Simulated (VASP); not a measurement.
Write the native input for VASP 6.6.1 that does the following.

```yaml
Task: single point
Functional: PBE
Potentials_or_basis: VASP PAW PBE potentials, release 64 (Ni)
Cutoff: 520 eV
k_mesh: 13 × 7 × 13
Occupations: gaussian, width 0.1 eV
Spin: collinear spin, antiferromagnetic start
Starting_moments: "[2.0, -2.0] μB"
Dipole_correction: no
Further_INCAR_settings: ALGO = Normal; EDIFF = 1e-06; NBANDS = 21; ISYM = 0
```

The structure of Ni lies in POSCAR:

```
Ni
1.0
    0.0000000000      1.7250000000      1.7250000000
    3.4500000000      0.0000000000      3.4500000000
    1.7250000000      1.7250000000      0.0000000000
Ni
2
Direct
    0.0000000000      0.0000000000      0.0000000000
    0.0000000000      0.5000000000      0.0000000000
```

The input as run:

INCAR

```
SYSTEM = Ni
ALGO     = Normal         ! electronic algorithm
EDIFF    = 1E-6           ! SCF threshold, eV
ENCUT    = 520            ! plane-wave cutoff, eV
GGA      = PE             ! functional
ISIF     = 2              ! what is computed and relaxed
ISMEAR   = 0              ! smearing method
ISPIN    = 2              ! spin polarisation
ISYM     = 0            
LASPH    = .TRUE.         ! aspherical terms in the spheres
LCHARG   = .TRUE.         ! write CHGCAR
LELF     = .TRUE.         ! ELF
LMAXMIX  = 4              ! l up to which the mixer works
LORBIT   = 11             ! projections on sites
LREAL    = .FALSE.        ! projectors in reciprocal space
LVHAR    = .TRUE.       
LWAVE    = .FALSE.        ! write WAVECAR
MAGMOM   = 2 -2           ! initial moments
NBANDS   = 21             ! bands
NELM     = 150            ! most SCF steps
PREC     = Accurate       ! precision mode
SIGMA    = 0.1            ! smearing width, eV
```

KPOINTS

```
k-points
0
G
  13 7 13
  0 0 0
```

Potentials or basis: VASP PAW PBE potentials, release 64 (Ni).

The run is started by

```bash
$ cat potpaw_PBE.64/Ni/POTCAR > POTCAR
$ mpirun -np 1 vasp_std > vasp.out
```

It gave:

| Property | Result |
| --- | --- |
| Pressure | 12.4 GPa |
| Band gap on the k mesh | zero (filled and empty bands overlap) |
| Net moment | 0.00 μB per cell |
| Site moments | Ni +0.23, -0.23 μB |
| Valence electrons inside the program's atomic spheres | Ni 9.42 |

Caveat: the cell stands under pressure.

It took 17 min on 1 thread of Intel Xeon 8259CL (shared host), peak memory 0.43 GiB.
